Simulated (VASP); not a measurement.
# Mg in VASP: a series of runs

Mg is run at these levels: PBE; tasks: single point.

All numbers are computed with VASP 6.6.1; they aren't measurements. Logs are shortened: lines on timing, memory, paths and dates and some standing lists are left out, and cuts for length are marked.

### Step 1. The cell of the first run

The structure is cubic, space group Im-3m (No. 229). The conventional cell has a = 3.829 Å, b = 3.829 Å, c = 3.829 Å, α = 90.00°, β = 90.00°, γ = 90.00°. Within 4.4 Å of Mg (site symmetry m-3m) lie 14 Mg at 3.32 to 3.83 Å.

This isn't the form of Mg at room conditions, which is hcp.

### Step 2. Single point, PBE (strain +0.080 along x and y, +0.080 along z)

The input, INCAR:

```
PREC = Accurate
ENCUT = 520
EDIFF = 1E-7
ISMEAR = 0
SIGMA = 0.15
LREAL = False
LASPH = True
NELM = 80
ALGO = Normal
ISIF = 2
LWAVE = False
LCHARG = False
GGA = PE
NBANDS = 7
```

The input, KPOINTS:

```
Automatic mesh
0
Gamma
  18 18 18
```

The input, POSCAR:

```
Mg
1.0
   -1.9145856564      1.9145856564      1.9145856564
    1.9145856564     -1.9145856564      1.9145856564
    1.9145856564      1.9145856564     -1.9145856564
Mg
1
Direct
    0.0000000000      0.0000000000      0.0000000000
```

Potentials or basis: VASP PAW PBE potentials, release 64 (Mg).

On the command line:

```sh
$ cat potpaw_PBE.64/Mg/POTCAR > POTCAR
$ mpirun -np 1 vasp_std > vasp.out
```

OUTCAR:

```text
PREC = Accurate
   ENCUT = 520
   EDIFF = 1E-7
   ISMEAR = 0
   LREAL = False
   LASPH = True
   NELM = 80
   ISIF = 2
   GGA = PE

 ion  position               nearest neighbor table
   1  0.000  0.000  0.000-

  LATTYP: Found a body centered cubic cell.
 ALAT       =     3.8291713128

  Lattice vectors:

 A1 = (  -1.9145856564,   1.9145856564,   1.9145856564)
 A2 = (   1.9145856564,  -1.9145856564,   1.9145856564)
 A3 = (   1.9145856564,   1.9145856564,  -1.9145856564)

Analysis of symmetry for initial positions (statically):
=====================================================================
 Subroutine PRICEL returns:
 Original cell was already a primitive cell.

 Routine SETGRP: Setting up the symmetry group for a
 body centered cubic supercell.

 Subroutine GETGRP returns: Found 48 space group operations
 (whereof 48 operations were pure point group operations)
 out of a pool of 48 trial point group operations.

The static configuration has the point symmetry O_h .

Analysis of symmetry for dynamics (positions and initial velocities):
=====================================================================
 Subroutine PRICEL returns:
 Original cell was already a primitive cell.

 Routine SETGRP: Setting up the symmetry group for a
 body centered cubic supercell.

 Subroutine GETGRP returns: Found 48 space group operations
 (whereof 48 operations were pure point group operations)
 out of a pool of 48 trial point group operations.

The dynamic configuration has the point symmetry O_h .

 Subroutine INISYM returns: Found 48 space group operations
 (whereof 48 operations are pure point group operations),
 and found     1 'primitive' translations

----------------------------------------------------------------------------------------

                                     Primitive cell

  volume of cell :      28.0727

  direct lattice vectors                    reciprocal lattice vectors
    -1.914585656  1.914585656  1.914585656     0.000000000  0.261153111  0.261153111
     1.914585656 -1.914585656  1.914585656     0.261153111  0.000000000  0.261153111
     1.914585656  1.914585656 -1.914585656     0.261153111  0.261153111  0.000000000

  length of vectors
     3.316159632  3.316159632  3.316159632     0.369326271  0.369326271  0.369326271

  position of ions in fractional coordinates (direct lattice)
     0.000000000  0.000000000  0.000000000

  ion indices of the primitive-cell ions
   primitive index   ion index
                 1           1

----------------------------------------------------------------------------------------

 KPOINTS: Automatic mesh

Automatic generation of k-mesh.
 Grid dimensions read from file:
 generate k-points for:   18   18   18

 Generating k-lattice:

  Cartesian coordinates                     Fractional coordinates (reciprocal lattice)
     0.000000000  0.014508506  0.014508506     0.055555556  0.000000000  0.000000000
     0.014508506  0.000000000  0.014508506     0.000000000  0.055555556  0.000000000
     0.014508506  0.014508506  0.000000000     0.000000000  0.000000000  0.055555556

  Length of vectors
     0.020518126  0.020518126  0.020518126

  Shift w.r.t. Gamma in fractional coordinates (k-lattice)
     0.000000000  0.000000000  0.000000000

 Subroutine IBZKPT returns following result:
 ===========================================

 Found    195 irreducible k-points:

 Following reciprocal coordinates:
            Coordinates               Weight
  0.000000  0.000000  0.000000      1.000000
  0.055556  0.000000  0.000000     12.000000
  0.111111  0.000000  0.000000     12.000000
  0.166667  0.000000  0.000000     12.000000
  0.222222  0.000000  0.000000     12.000000
  0.277778  0.000000  0.000000     12.000000
[... 16 lines left out ...]
  0.333333  0.111111  0.000000     48.000000
  0.388889  0.111111  0.000000     48.000000
 [... further k-points ...]
   k-points           NKPTS =    195   k-points in BZ     NKDIM =    195   number of bands    NBANDS=      7
   number of dos      NEDOS =    301   number of ions     NIONS =      1
   total plane-waves  NPLWV =  21952
   dimension x,y,z NGX =    28 NGY =   28 NGZ =   28
   dimension x,y,z NGXF=    56 NGYF=   56 NGZF=   56
   ions per type =               1
   NGX,Y,Z   is equivalent  to a cutoff of  14.04, 14.04, 14.04 a.u.
   NGXF,Y,Z  is equivalent  to a cutoff of  28.07, 28.07, 28.07 a.u.
 SYSTEM =  unknown system
   PREC   = accura    normal or accurate (medium, high low for compatibility)
   ISTART =      0    job   : 0-new  1-cont  2-samecut
   ICHARG =      2    charge: 1-file 2-atom 10-const
   ISPIN  =      1    spin polarized calculation?
   LNONCOLLINEAR =      F non collinear calculations
   LSORBIT =      F    spin-orbit coupling
   LASPH  =      T    aspherical Exc in radial PAW
   ENCUT  =  520.0 eV  38.22 Ry    6.18 a.u.   6.17  6.17  6.17*2*pi/ulx,y,z
   NELM   =     80;   NELMIN=  2; NELMDL= -5     # of ELM steps
   EDIFF  = 0.1E-06   stopping-criterion for ELM
   LREAL  =      F    real-space projection
   EDIFFG = 0.1E-05   stopping-criterion for IOM
   NSW    =      0    number of steps for IOM
   IBRION =     -1    ionic relax: 0-MD 1-quasi-New 2-CG
   NFREE  =      0    steps in history (QN), initial steepest desc. (CG)
   ISIF   =      2    stress and relaxation
   ISYM   =      2    0-nonsym 1-usesym 2-fastsym
   POTIM  = 0.5000    time-step for ionic-motion
   TEBEG  =    0.0;   TEEND  =   0.0 temperature during run
   PSTRESS=    0.0 pullay stress
   NELECT =       2.0000    total number of electrons
   NUPDOWN=      -1.0000    fix difference up-down
   EMIN   =  10.00;   EMAX   =-10.00  energy-range for DOS
   EFERMI =   0.00;   METHOD = LEGACY
   ISMEAR =     0;   SIGMA  =   0.15  broadening in eV -4-tet -1-fermi 0-gaus
   EFERMI_NEDOS =   21; number of points for ismear=-14 and -15
   IALGO  =     38    algorithm
   IMIX   =      4    mixing-type and parameters
     AMIX     =   0.40;   BMIX     =  1.00
     AMIX_MAG =   1.60;   BMIX_MAG =  1.00
  volume/ion in A,a.u.               =      28.07       189.44
  Fermi-wavevector in a.u.,A,eV,Ry     =   0.678667  1.282495  6.266691  0.460589
  Thomas-Fermi vector in A             =   1.756638
   LORBIT       =      0    0 simple, 1 ext, 2 COOP (PROOUT), +10 PAW based schemes
   GGA     = PE    functional components
   LHFCALC =     F    Hartree Fock is set to
   AEXX    =    0.0000 exact exchange contribution
   IVDW    =     0    specifies the selected vdW correction
   LEPSILON=     F    determine dielectric tensor
   LRPA    =     F    only Hartree local field effects (RPA)
 non-spin polarized calculation
 Gauss-broadening in eV      SIGMA  =   0.15
  energy-cutoff  :      520.00
  volume of cell :       28.07
 maximum number of plane-waves:       768
 NGX is ok and might be reduce to    28
   NGX = 13   NGY = 13   NGZ = 13

 number of electron       2.0000000 magnetization

 Free energy of the ion-electron system (eV)
  ---------------------------------------------------
  ext. energy  EPLUGINS =         0.00000000
  ---------------------------------------------------
  free energy    TOTEN  =        -1.38655375 eV

  energy without entropy =       -1.38129123  energy(sigma->0) =       -1.38392249

 E-fermi :   1.6948     XC(G=0):  -7.8940

 val. band max:        1.6815458049   @ k =  -0.3889   0.4444   0.3333
 cond. band min:       1.7159196346   @ k =   0.5000   0.5000   0.2222
 fundamental gap:      0.0343738297
 Fermi energy:         1.6948040395

 k-point     1 :       0.0000    0.0000    0.0000
  band No.  band energies     occupation
      1      -4.4408      2.00000
      2      13.4090      0.00000
      3      13.4090      0.00000
      4      13.4090      0.00000
      5      14.3062      0.00000
      6      14.3062      0.00000
      7      14.3062      0.00000

 k-point     2 :       0.0556    0.0000    0.0000
  band No.  band energies     occupation
      1      -4.3773      2.00000
      2      12.4523      0.00000
      3      12.8542      0.00000
      4      13.0829      0.00000
      5      13.9500      0.00000
      6      14.5864      0.00000
      7      14.6831      0.00000

 k-point     3 :       0.1111    0.0000    0.0000
  band No.  band energies     occupation
      1      -4.1871      2.00000
      2      10.8171      0.00000
      3      12.1075      0.00000
      4      12.4209      0.00000
      5      13.2747      0.00000
      6      13.9692      0.00000
      7      15.1086      0.00000

 k-point     4 :       0.1667    0.0000    0.0000
  band No.  band energies     occupation
      1      -3.8706      2.00000
      2       9.1104      0.00000
      3      11.4383      0.00000
      4      11.7272      0.00000
      5      12.6002      0.00000
      6      13.4165      0.00000
      7      15.5582      0.00000

 k-point     5 :       0.2222    0.0000    0.0000
  band No.  band energies     occupation
      1      -3.4290      2.00000
      2       7.4536      0.00000
      3      10.8682      0.00000
      4      11.1000      0.00000
      5      12.0044      0.00000
      6      12.9074      0.00000
      7      15.9825      0.00000
[... 161 lines left out ...]
 k-point    22 :       0.2778    0.1111    0.0000
  band No.  band energies     occupation
      1      -1.9891      2.00000
      2       4.5774      0.00000
      3       7.7369      0.00000
      4       9.8174      0.00000
      5      12.2019      0.00000
      6      14.0296      0.00000
      7      15.6365      0.00000

 k-point    23 :       0.3333    0.1111    0.0000
  band No.  band energies     occupation
      1      -1.1829      2.00000
      2       3.2085      0.00000
      3       7.4457      0.00000
      4       9.5405      0.00000
      5      11.9218      0.00000
      6      13.8766      0.00000
      7      16.2453      0.00000

 k-point    24 :       0.3889    0.1111    0.0000
  band No.  band energies     occupation
      1      -0.2609      2.00000
      2       1.9478      0.01708
      3       7.2708      0.00000
      4       9.3735      0.00000
      5      11.7519      0.00000
      6      13.7574      0.00000
      7      16.9980      0.00000

 [... further k-points ...]

------------------------ aborting loop because EDIFF is reached ----------------------------------------

  FORCE on cell =-STRESS in cart. coord.  units (eV):
  Direction    XX          YY          ZZ          XY          YZ          ZX
  --------------------------------------------------------------------------------------
  -------------------------------------------------------------------------------------
  Total       -0.8373837     -0.8373837     -0.8373837      0.0000000      0.0000000      0.0000000
  in kB      -47.7915013    -47.7915013    -47.7915013      0.0000000      0.0000000      0.0000000
  external PRESSURE =     -47.7915013 kB  Pullay stress =       0.0000000 kB

 VOLUME and BASIS-vectors are now :
 -----------------------------------------------------------------------------
  energy-cutoff  :      520.00
  volume of cell :       28.07
      direct lattice vectors                 reciprocal lattice vectors
    -1.914585656  1.914585656  1.914585656     0.000000000  0.261153111  0.261153111
     1.914585656 -1.914585656  1.914585656     0.261153111  0.000000000  0.261153111
     1.914585656  1.914585656 -1.914585656     0.261153111  0.261153111  0.000000000

 POSITION                                       TOTAL-FORCE (eV/Angst)
 -----------------------------------------------------------------------------------
      0.00000      0.00000      0.00000        -0.000000     -0.000000      0.000000
 -----------------------------------------------------------------------------------
    total drift:                               -0.000000     -0.000000      0.000000

  FREE ENERGIE OF THE ION-ELECTRON SYSTEM (eV)
  ---------------------------------------------------
  free  energy   TOTEN  =        -1.3865537538 eV

  energy  without entropy=       -1.3812912334  energy(sigma->0) =       -1.38392249
```

Wall time 47 s (1 thread of Intel Xeon 8259CL, shared host); peak memory 0.18 GiB.

What came out:

```
Free energy            : -1.3866 eV
Pressure               : -4.8 GPa
Band gap on the k mesh : zero (bands 1 and 2 overlap by 4.28 eV)
```

Levels at points of the mesh, in eV from the Fermi level:
| k point | band 1 | band 2 | band 3 | band 4 |
| --- | --- | --- | --- | --- |
| (0.00, 0.00, 0.00) | -6.14 | 11.71 | 11.71 | 11.71 |
| (0.50, 0.00, 0.00) | -1.21 | -0.97 | 7.88 | 7.92 |
| (0.50, 0.50, 0.50) | 3.30 | 3.30 | 3.30 | 3.92 |

Caveat: the cell differs from its parent crystal (strain +0.080 along x and y, +0.080 along z); the cell stands under tension.

### Step 3. Single point, PBE (strain -0.080 along x and y, -0.040 along z)

The input, INCAR:

```
ALGO = Normal
EDIFF = 1E-7
ENCUT = 520
GGA = PE
ISIF = 2
ISMEAR = 0
LASPH = True
LCHARG = False
LREAL = False
LWAVE = False
NBANDS = 7
NELM = 60
PREC = Accurate
SIGMA = 0.15
```

The input, KPOINTS:

```
k-points
0
Gamma
  18 18 18
```

The input, POSCAR:

```
Mg
1.0
   -1.6309433370      1.6309433370      1.7018539168
    1.6309433370     -1.6309433370      1.7018539168
    1.6309433370      1.6309433370     -1.7018539168
Mg
1
Direct
    0.0000000000      0.0000000000      0.0000000000
```

Potentials or basis: VASP PAW PBE potentials, release 64 (Mg).

On the command line:

```sh
$ cat potpaw_PBE.64/Mg/POTCAR > POTCAR
$ mpirun -np 1 vasp_std > vasp.out
```

Run time: 50 s. Hardware: 1 thread of Intel Xeon 8259CL, shared host; peak memory 0.19 GiB.

It converged, with:

| Quantity | Value |
| --- | --- |
| Free energy | -1.3196 eV |
| Pressure | 13.2 GPa |
| Band gap on the k mesh | zero (bands 1 and 2 overlap by 4.74 eV) |

Stress tensor (GPa, compression positive):
```
13.13  0.00  0.00
 0.00 13.13  0.00
 0.00  0.00 13.39
```

Levels at points of the mesh, in eV from the Fermi level:
```tsv
k point	band 1	band 2	band 3	band 4	band 5
(0.00, 0.00, 0.00)	-8.05	14.39	14.39	15.37	16.44
(0.50, 0.00, 0.00)	-1.93	-1.00	9.80	11.66	12.16
(0.50, 0.50, 0.00)	-1.70	-0.69	8.95	10.80	11.27
(0.50, 0.50, 0.50)	3.74	3.87	4.28	5.03	5.03
```

Caveat: the cell differs from its parent crystal (strain -0.080 along x and y, -0.040 along z); the cell stands under pressure.
